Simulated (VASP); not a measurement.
A run of VASP 6.6.1 is set up as follows.

The input POSCAR:

```
CsPbCl3
1.0
    5.6701297644      0.0000000000      0.0000000000
    0.0000000000      5.6701297644      0.0000000000
    0.0000000000      0.0000000000      5.6701297644
Pb Cs Cl
1 1 3
Direct
    0.5000000000      0.5000000000      0.5000000000
    0.0000000000      0.0000000000      0.0000000000
    0.5000000000      0.0000000000      0.5000000000
    0.0000000000      0.5000000000      0.5000000000
    0.5000000000      0.5000000000      0.0000000000
```

The input INCAR.step1:

```
SYSTEM = CsPbCl3
  ALGO = Normal
  EDIFF = 1E-4
  ENCUT = 520
  GGA = PE
  ISMEAR = -1
  LASPH = .True.
  LCHARG = .False.
  LREAL = .False.
  LWAVE = .True.
  NBANDS = 30
  NELM = 60
  PREC = Accurate
  SIGMA = 0.05
```

The input INCAR.step2:

```
SYSTEM = CsPbCl3
  ALGO = Normal
  EDIFF = 1E-7
  ENCUT = 520
  ISIF = 2
  ISMEAR = -1
  ISTART = 1
  LASPH = .True.
  LCHARG = .True.
  LELF = .True.
  LMIXTAU = .True.
  LREAL = .False.
  LVHAR = .True.
  LWAVE = .False.
  METAGGA = R2SCAN
  NBANDS = 30
  NELM = 60
  PREC = Accurate
  SIGMA = 0.05
```

File KPOINTS:

```
k-points
0
Gamma
  5 5 5
  0 0 0
```

Potentials or basis: VASP PAW PBE potentials, release 64 (Pb_d, Cs_sv, Cl).

Run with:

```bash
$ cat potpaw_PBE.64/Pb_d/POTCAR potpaw_PBE.64/Cs_sv/POTCAR potpaw_PBE.64/Cl/POTCAR > POTCAR
$ cp INCAR.step1 INCAR
$ mpirun -np 1 vasp_std > vasp.out
$ cp INCAR.step2 INCAR
$ mpirun -np 1 vasp_std > vasp.out
```

Problem. Estimate the band gap on the k mesh.

Solution. 3.40 eV.

Problem. Estimate the pressure.

Solution. 0.0 GPa.

Caveat: the PAW data sets were made with another functional, which shifts forces and pressure a little; spin-orbit coupling is left out, which moves the levels of the heavy elements; an odd mesh through Γ misses points on the zone boundary, where band edges can lie. r2SCAN opens gaps a little over a GGA but as a rule still falls short of measured ones.
